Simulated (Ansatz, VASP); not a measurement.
Two plane-wave programs on C

```xyz
12
Lattice="2.4701 0.0924 0.0924 -1.1551 2.0930 0.0338 0.4555 0.4555 12.1805" Properties=species:S:1:pos:R:3 pbc="T T T"
C     0.0851    0.0851    2.2760
C     0.3129    0.3129    8.3663
C     0.1426    0.1426    3.8142
C     0.3704    0.3704    9.9045
C     0.2906    1.6634    6.3965
C     1.2712    0.7687    0.3258
C     0.4994    1.8722   11.9809
C     1.4800    0.9776    5.9102
C     0.3472    1.7200    7.9109
C     1.3278    0.8254    1.8402
C     0.4428    1.8156   10.4665
C     1.4234    0.9209    4.3958
```

Change from the starting cell: equal engineering shear yz, xz and xy +0.0733, equal normal strain along x, y and z -0.0200.

Alike in both runs: task single point; functional PBE; k mesh 12 × 12 × 2; occupations gaussian, width 0.05 eV; no spin polarisation.

```csv
,VASP,Ansatz
version,VASP 6.6.1,Ansatz 0.2.0
potentials or method,"VASP PAW PBE potentials, release 64 (C), cutoff 520 eV","scalar-relativistic, plane waves, PAW"
valence electrons in the cell,48,48
```

VASP gave:

```
gap on the k mesh at the Fermi level (eV)                     : 3.03
least direct gap on the mesh (eV)                             : 3.65
pressure (GPa)                                                : 35.8
traceless stress, the component that is largest in VASP (GPa) : -45.23
rms of the force components (eV/Å)                            : 0.295
```

**Question.** What did Ansatz give for the same quantities?

**Answer.** gap on the k mesh at the Fermi level (eV): 3.04; least direct gap on the mesh (eV): 3.66; pressure (GPa): 34.9; traceless stress, the component that is largest in VASP (GPa): -45.05; rms of the force components (eV/Å): 0.283.

Atom by atom the forces differ by 0.014 eV/Å (rms over components). Both programs put the cell under a high pressure, so it lies far from rest at this level.
